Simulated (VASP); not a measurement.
# Zn4HO4 (a cell with a defect) in VASP: single point with PBE

Aim: the single point of Zn4HO4 (a cell with a defect) with PBE.

All numbers are computed with VASP 6.6.1; they aren't measurements. Logs are shortened: lines on timing, memory, paths and dates and some standing lists are left out, and cuts for length are marked.

## 1. The cell of the first run

The cell holds a defect, 9 atoms: a = 5.610 Å, b = 5.610 Å, c = 3.279 Å, α = 90.00°, β = 90.00°, γ = 90.00°.

## 2. Single point, PBE

File INCAR:

```
SYSTEM = Zn4HO4
PREC = Accurate
ENCUT = 520
EDIFF = 1E-6
ISMEAR = 0
SIGMA = 0.05
LREAL = .False.
LASPH = .True.
NELM = 100
ALGO = Normal
ISIF = 2
LWAVE = .False.
LCHARG = .False.
GGA = PE
NBANDS = 46
```

File KPOINTS:

```
Automatic mesh
0
Gamma
  4 4 8
  0 0 0
```

File POSCAR:

```
Zn4HO4
1.0
    5.6098780345      0.0000000000      0.0000000000
    0.0000000000      5.6098780345      0.0000000000
    0.0000000000      0.0000000000      3.2790255992
Zn O H
4 4 1
Direct
    0.1816262562      0.1816262562      0.5000000000
    0.8183737438      0.8183737438      0.5000000000
    0.6816262562      0.3183737438      0.0000000000
    0.3183737438      0.6816262562      0.0000000000
    0.8184651117      0.1815348883      0.5000000000
    0.1815348883      0.8184651117      0.5000000000
    0.6815348883      0.6815348883      0.0000000000
    0.3184651117      0.3184651117      0.0000000000
    0.9999176225     -0.0149595895      0.0000000000
```

Potentials or basis: VASP PAW PBE potentials, release 64 (Zn, O, H).

The run is started by

```
> cat potpaw_PBE.64/Zn/POTCAR potpaw_PBE.64/O/POTCAR potpaw_PBE.64/H/POTCAR > POTCAR
> mpirun -np 1 vasp_std > vasp.out
```

OUTCAR:

```text
SYSTEM = Zn4HO4
   PREC = Accurate
   ENCUT = 520
   EDIFF = 1E-6
   ISMEAR = 0
   LREAL = .False.
   LASPH = .True.
   NELM = 100
   ISIF = 2
   GGA = PE

 ion  position               nearest neighbor table
   1  0.182  0.182  0.500-   8 1.97   8 1.97   5 2.04   6 2.04   2 2.88
   2  0.818  0.818  0.500-   7 1.97   7 1.97   5 2.04   6 2.04   1 2.88
   3  0.682  0.318  0.000-   5 1.97   5 1.97   8 2.04   7 2.04   4 2.88
   4  0.318  0.682  0.000-   6 1.97   6 1.97   8 2.04   7 2.04   3 2.88
   5  0.818  0.182  0.500-   3 1.97   3 1.97   1 2.04   2 2.04
   6  0.182  0.818  0.500-   4 1.97   4 1.97   1 2.04   2 2.04
   7  0.682  0.682  0.000-   2 1.97   2 1.97   4 2.04   3 2.04
   8  0.318  0.318  0.000-   1 1.97   1 1.97   4 2.04   3 2.04
   9  1.000  0.985  0.000-

  LATTYP: Found a simple tetragonal cell.
 ALAT       =     5.6098780345
 C/A-ratio  =     0.5845092494

  Lattice vectors:

 A1 = (   5.6098780345,   0.0000000000,   0.0000000000)
 A2 = (   0.0000000000,   5.6098780345,   0.0000000000)
 A3 = (   0.0000000000,   0.0000000000,   3.2790255992)

Analysis of symmetry for initial positions (statically):
=====================================================================
 Subroutine PRICEL returns:
 Original cell was already a primitive cell.

 Routine SETGRP: Setting up the symmetry group for a
 simple tetragonal supercell.

 Subroutine GETGRP returns: Found  2 space group operations
 (whereof  2 operations were pure point group operations)
 out of a pool of 16 trial point group operations.

The static configuration has the point symmetry C_1h.

Analysis of symmetry for dynamics (positions and initial velocities):
=====================================================================
 Subroutine PRICEL returns:
 Original cell was already a primitive cell.

 Routine SETGRP: Setting up the symmetry group for a
 simple tetragonal supercell.

 Subroutine GETGRP returns: Found  2 space group operations
 (whereof  2 operations were pure point group operations)
 out of a pool of 16 trial point group operations.

The dynamic configuration has the point symmetry C_1h.

 Subroutine INISYM returns: Found  2 space group operations
 (whereof  2 operations are pure point group operations),
 and found     1 'primitive' translations

----------------------------------------------------------------------------------------

                                     Primitive cell

  volume of cell :     103.1933

  direct lattice vectors                    reciprocal lattice vectors
     5.609878035  0.000000000  0.000000000     0.178256995  0.000000000  0.000000000
     0.000000000  5.609878035  0.000000000     0.000000000  0.178256995  0.000000000
     0.000000000  0.000000000  3.279025599     0.000000000  0.000000000  0.304968647

  length of vectors
     5.609878035  5.609878035  3.279025599     0.178256995  0.178256995  0.304968647

  position of ions in fractional coordinates (direct lattice)
     0.181626256  0.181626256  0.500000000
     0.818373744  0.818373744  0.500000000
     0.681626256  0.318373744  0.000000000
     0.318373744  0.681626256  0.000000000
     0.818465112  0.181534888  0.500000000
     0.181534888  0.818465112  0.500000000
     0.681534888  0.681534888  0.000000000
     0.318465112  0.318465112  0.000000000
     0.999917622  0.985040410  0.000000000

  ion indices of the primitive-cell ions
   primitive index   ion index
                 1           1
                 2           2
                 3           3
                 4           4
                 5           5
                 6           6
                 7           7
                 8           8
                 9           9

----------------------------------------------------------------------------------------

 KPOINTS: Automatic mesh

Automatic generation of k-mesh.
 Grid dimensions read from file:
 generate k-points for:    4    4    8

 Generating k-lattice:

  Cartesian coordinates                     Fractional coordinates (reciprocal lattice)
     0.044564249  0.000000000  0.000000000     0.250000000  0.000000000  0.000000000
     0.000000000  0.044564249  0.000000000     0.000000000  0.250000000  0.000000000
     0.000000000  0.000000000  0.038121081     0.000000000  0.000000000  0.125000000

  Length of vectors
     0.044564249  0.044564249  0.038121081

  Shift w.r.t. Gamma in fractional coordinates (k-lattice)
     0.000000000  0.000000000  0.000000000

 Subroutine IBZKPT returns following result:
 ===========================================

 Found     50 irreducible k-points:

 Following reciprocal coordinates:
            Coordinates               Weight
  0.000000  0.000000  0.000000      1.000000
  0.250000  0.000000  0.000000      2.000000
  0.000000  0.250000  0.000000      2.000000
  0.500000  0.000000  0.000000      1.000000
  0.000000  0.500000  0.000000      1.000000
  0.250000  0.250000  0.000000      2.000000
[... 16 lines left out ...]
  0.000000  0.250000  0.250000      4.000000
  0.500000  0.000000  0.250000      2.000000
 [... further k-points ...]
   k-points           NKPTS =     50   k-points in BZ     NKDIM =     50   number of bands    NBANDS=     46
   number of dos      NEDOS =    301   number of ions     NIONS =      9
   total plane-waves  NPLWV =  42336
   dimension x,y,z NGX =    42 NGY =   42 NGZ =   24
   dimension x,y,z NGXF=    84 NGYF=   84 NGZF=   48
   ions per type =               4   4   1
   NGX,Y,Z   is equivalent  to a cutoff of  12.45, 12.45, 12.17 a.u.
   NGXF,Y,Z  is equivalent  to a cutoff of  24.89, 24.89, 24.34 a.u.
 SYSTEM =  Zn4HO4
   PREC   = accura    normal or accurate (medium, high low for compatibility)
   ISTART =      0    job   : 0-new  1-cont  2-samecut
   ICHARG =      2    charge: 1-file 2-atom 10-const
   ISPIN  =      1    spin polarized calculation?
   LNONCOLLINEAR =      F non collinear calculations
   LSORBIT =      F    spin-orbit coupling
   LASPH  =      T    aspherical Exc in radial PAW
   ENCUT  =  520.0 eV  38.22 Ry    6.18 a.u.  10.43 10.43  6.10*2*pi/ulx,y,z
   NELM   =    100;   NELMIN=  2; NELMDL= -5     # of ELM steps
   EDIFF  = 0.1E-05   stopping-criterion for ELM
   LREAL  =      F    real-space projection
   EDIFFG = 0.1E-04   stopping-criterion for IOM
   NSW    =      0    number of steps for IOM
   IBRION =     -1    ionic relax: 0-MD 1-quasi-New 2-CG
   NFREE  =      0    steps in history (QN), initial steepest desc. (CG)
   ISIF   =      2    stress and relaxation
   ISYM   =      2    0-nonsym 1-usesym 2-fastsym
   POTIM  = 0.5000    time-step for ionic-motion
   TEBEG  =    0.0;   TEEND  =   0.0 temperature during run
   PSTRESS=    0.0 pullay stress
   NELECT =      73.0000    total number of electrons
   NUPDOWN=      -1.0000    fix difference up-down
   EMIN   =  10.00;   EMAX   =-10.00  energy-range for DOS
   EFERMI =   0.00;   METHOD = LEGACY
   ISMEAR =     0;   SIGMA  =   0.05  broadening in eV -4-tet -1-fermi 0-gaus
   EFERMI_NEDOS =   21; number of points for ismear=-14 and -15
   IALGO  =     38    algorithm
   IMIX   =      4    mixing-type and parameters
     AMIX     =   0.40;   BMIX     =  1.00
     AMIX_MAG =   1.60;   BMIX_MAG =  1.00
  volume/ion in A,a.u.               =      11.47        77.38
  Fermi-wavevector in a.u.,A,eV,Ry     =   1.458697  2.756539 28.950454  2.127798
  Thomas-Fermi vector in A             =   2.575352
   LORBIT       =      0    0 simple, 1 ext, 2 COOP (PROOUT), +10 PAW based schemes
   GGA     = PE    functional components
   LHFCALC =     F    Hartree Fock is set to
   AEXX    =    0.0000 exact exchange contribution
   IVDW    =     0    specifies the selected vdW correction
   LEPSILON=     F    determine dielectric tensor
   LRPA    =     F    only Hartree local field effects (RPA)
 non-spin polarized calculation
 Gauss-broadening in eV      SIGMA  =   0.05
  energy-cutoff  :      520.00
  volume of cell :      103.19
 maximum number of plane-waves:      2804
 NGX is ok and might be reduce to    42
   NGX = 21   NGY = 21   NGZ = 13

 number of electron      72.9999975 magnetization

 Free energy of the ion-electron system (eV)
  ---------------------------------------------------
  ext. energy  EPLUGINS =         0.00000000
  ---------------------------------------------------
  free energy    TOTEN  =       -36.24803130 eV

  energy without entropy =      -36.24588823  energy(sigma->0) =      -36.24695976

 E-fermi :   1.8673     XC(G=0): -10.6381

 val. band max:        1.8374201368   @ k =   0.0000   0.2500   0.2500
 cond. band min:       1.9088127827   @ k =   0.5000   0.2500   0.5000
 fundamental gap:      0.0713926459
 Fermi energy:         1.8672994940

 k-point     1 :       0.0000    0.0000    0.0000
  band No.  band energies     occupation
      1     -17.0922      2.00000
      2     -16.4272      2.00000
      3     -16.3563      2.00000
      4     -16.3057      2.00000
      5      -5.9577      2.00000
      6      -5.1712      2.00000
[... 38 lines left out ...]
     45      10.7563      0.00000
     46      12.3122      0.00000

 k-point     2 :       0.2500    0.0000    0.0000
  band No.  band energies     occupation
      1     -17.0137      2.00000
      2     -16.5526      2.00000
      3     -16.3556      2.00000
      4     -16.2646      2.00000
      5      -5.9037      2.00000
      6      -5.2223      2.00000
[... 38 lines left out ...]
     45      11.2409      0.00000
     46      11.6552      0.00000

 k-point     3 :       0.0000    0.2500    0.0000
  band No.  band energies     occupation
      1     -17.0141      2.00000
      2     -16.5495      2.00000
      3     -16.3616      2.00000
      4     -16.2612      2.00000
      5      -5.9031      2.00000
      6      -5.2219      2.00000
[... 38 lines left out ...]
     45      11.2285      0.00000
     46      11.6644      0.00000

 k-point     4 :       0.5000    0.0000    0.0000
  band No.  band energies     occupation
      1     -16.8514      2.00000
      2     -16.7506      2.00000
      3     -16.3147      2.00000
      4     -16.2744      2.00000
      5      -5.8309      2.00000
      6      -5.2965      2.00000
[... 920 lines left out ...]
     45      10.3495      0.00000
     46      10.5900      0.00000

 k-point    23 :       0.0000    0.2500    0.2500
  band No.  band energies     occupation
      1     -16.8038      2.00000
      2     -16.4442      2.00000
      3     -16.2778      2.00000
      4     -16.2116      2.00000
      5      -5.7786      2.00000
      6      -5.0870      2.00000
[... 38 lines left out ...]
     45      10.3525      0.00000
     46      10.5860      0.00000

 k-point    24 :       0.5000    0.0000    0.2500
  band No.  band energies     occupation
      1     -16.6800      2.00000
      2     -16.5943      2.00000
      3     -16.2525      2.00000
      4     -16.2093      2.00000
      5      -5.7973      2.00000
      6      -5.1520      2.00000
[... 38 lines left out ...]
     45      10.1122      0.00000
     46      10.1692      0.00000

 [... further k-points ...]

------------------------ aborting loop because EDIFF is reached ----------------------------------------

  FORCE on cell =-STRESS in cart. coord.  units (eV):
  Direction    XX          YY          ZZ          XY          YZ          ZX
  --------------------------------------------------------------------------------------
  -------------------------------------------------------------------------------------
  Total        2.1973885      2.1917826      3.0174362     -0.2753050      0.0000000      0.0000000
  in kB       34.1166035     34.0295656     46.8486454     -4.2743792      0.0000000      0.0000000
  external PRESSURE =      38.3316048 kB  Pullay stress =       0.0000000 kB

 VOLUME and BASIS-vectors are now :
 -----------------------------------------------------------------------------
  energy-cutoff  :      520.00
  volume of cell :      103.19
      direct lattice vectors                 reciprocal lattice vectors
     5.609878035  0.000000000  0.000000000     0.178256995  0.000000000  0.000000000
     0.000000000  5.609878035  0.000000000     0.000000000  0.178256995  0.000000000
     0.000000000  0.000000000  3.279025599     0.000000000  0.000000000  0.304968647

 POSITION                                       TOTAL-FORCE (eV/Angst)
 -----------------------------------------------------------------------------------
      1.01890      1.01890      1.63951        -0.060627     -0.013123      0.000000
      4.59098      4.59098      1.63951         0.031943      0.079397      0.000000
      3.82384      1.78604      0.00000         0.003726     -0.025144      0.000000
      1.78604      3.82384      0.00000         0.020418     -0.042183      0.000000
      4.59149      1.01839      1.63951        -0.350341      0.398627      0.000000
      1.01839      4.59149      1.63951         0.394587     -0.340762      0.000000
      3.82333      3.82333      0.00000        -0.216040     -0.190666      0.000000
      1.78655      1.78655      0.00000         0.156523      0.178052      0.000000
      5.60942      5.52596      0.00000         0.019811     -0.044199      0.000000
 -----------------------------------------------------------------------------------
    total drift:                               -0.000072     -0.000077     -0.000000

  FREE ENERGIE OF THE ION-ELECTRON SYSTEM (eV)
  ---------------------------------------------------
  free  energy   TOTEN  =       -36.2480312952 eV

  energy  without entropy=      -36.2458882285  energy(sigma->0) =      -36.24695976
```

It took 5.3 min on 1 thread of Intel Xeon 8259CL, shared host; peak memory 0.32 GiB.

Results:

```
Free energy            : -36.2480 eV
Pressure               : 3.8 GPa
Largest force          : 0.531 eV/Å
Band gap on the k mesh : zero (an odd number of electrons rules out a gap without spin polarisation)
```

Forces on the atoms (eV/Å):
```
Zn  -0.061 -0.013  0.000
Zn   0.032  0.079  0.000
Zn   0.004 -0.025  0.000
Zn   0.020 -0.042  0.000
O   -0.350  0.399  0.000
O    0.395 -0.341  0.000
O   -0.216 -0.191  0.000
O    0.157  0.178  0.000
H    0.020 -0.044  0.000
```

Caveat: an odd number of electrons without spin polarisation forces a metal; a magnetic or distorted state may lie lower.

The gap in the log of VASP goes by the Fermi energy; the results here count the filled bands.